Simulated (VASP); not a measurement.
Set up this calculation in VASP 6.6.1, as the native input.

- Task: single point
- Functional: PBE
- Dispersion: D3(BJ)
- Potentials or basis: VASP PAW PBE potentials, release 64 (Pb_d, Se)
- Cutoff: 520 eV
- k mesh: 10 × 10 × 10
- Occupations: gaussian, width 0.03 eV
- Spin: no spin polarisation
- Dipole correction: no
- Further INCAR settings: ALGO = Normal; EDIFF = 1e-06; NBANDS = 17

The structure of PbSe lies in POSCAR:

```
PbSe
1.0
    0.0000000000      3.1751245389      2.9306399494
    3.1751245389      0.0000000000      2.9306399494
    3.1751245389      3.1751245389      0.0000000000
Pb Se
1 1
Direct
    0.0000000000      0.0000000000      0.0000000000
    0.5000000000      0.5000000000      0.5000000000
```

This cell differs from its parent crystal: volume 29.545 Å^3 an atom, c/a of the conventional cell 0.9230.

The input as run:

INCAR

```
PREC = Accurate ; ENCUT = 520
EDIFF = 1E-6 ; ISMEAR = 0
SIGMA = 0.03 ; LREAL = False
LASPH = True ; NELM = 60
ALGO = Normal ; ISIF = 2
LWAVE = False ; LCHARG = True
GGA = PE ; IVDW = 12
LELF = True ; LVHAR = True
NBANDS = 17
```

KPOINTS

```
regular mesh
0
Gamma
  10 10 10
```

Potentials or basis: VASP PAW PBE potentials, release 64 (Pb_d, Se).

The run is started by

```sh
$ cat potpaw_PBE.64/Pb_d/POTCAR potpaw_PBE.64/Se/POTCAR > POTCAR
$ mpirun -np 1 vasp_std > vasp.out
```

It gave:

```json
{
  "Pressure": "-0.2 GPa",
  "Band gap on the k mesh": "0.20 eV, direct",
  "Dispersion energy per atom": "-0.357 eV"
}
```

Caveat: spin-orbit coupling is left out, which moves the levels of the heavy elements.

It took 45 s on 1 thread of AMD EPYC 9R45 96-Core Processor (Zen 5), with other jobs on the host, peak memory 0.24 GiB.
